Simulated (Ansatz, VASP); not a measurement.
# One calculation of Ni3I, two programs

```
Ni I
1.0
     3.81754    0.00000    0.00000
     0.00000    3.81754    0.00000
     0.00000    0.00000    3.81754
Ni I
3 1
Cartesian
  0.0000 1.9088 1.9088
  1.9088 0.0000 1.9088
  1.9088 1.9088 0.0000
  0.0000 0.0000 0.0000
```

Alike in both runs: functional PBE; k mesh 12 × 12 × 12; occupations gaussian, width 0.1 eV; collinear spin.

Ansatz relaxed the structure, and its values are those at the end. VASP's run is a single point on that final structure, the one shown.

```csv
,VASP,Ansatz
version,VASP 6.6.1,Ansatz 0.2.0
potentials or method,"VASP PAW PBE potentials, release 64 (Ni, I), cutoff 520 eV","scalar-relativistic, plane waves, PAW"
valence electrons in the cell,37,71
```

|  | VASP | Ansatz | Ansatz less VASP |
| --- | --- | --- | --- |
| gap on the k mesh at the Fermi level (eV) | none | none | - |
| pressure (GPa) | -0.2 | 0.0 | +0.16 |
| net moment per atom (μB) | 0.25 | 0.26 | +0.009 |
| size of the moment on the site where the two differ most (μB) | 0.33 | 0.35 | +0.018 |

Site moments also hang on the region over which each program counts them. A gap of «none» marks a metal or a gap that the smearing closes. With one functional, cell and mesh, what is left measures potentials, basis and numerics. VASP's potentials hold 37 valence electrons a cell and Ansatz's 71, so a difference there can come from the potentials and not from the codes.

Spin-orbit coupling is off throughout.
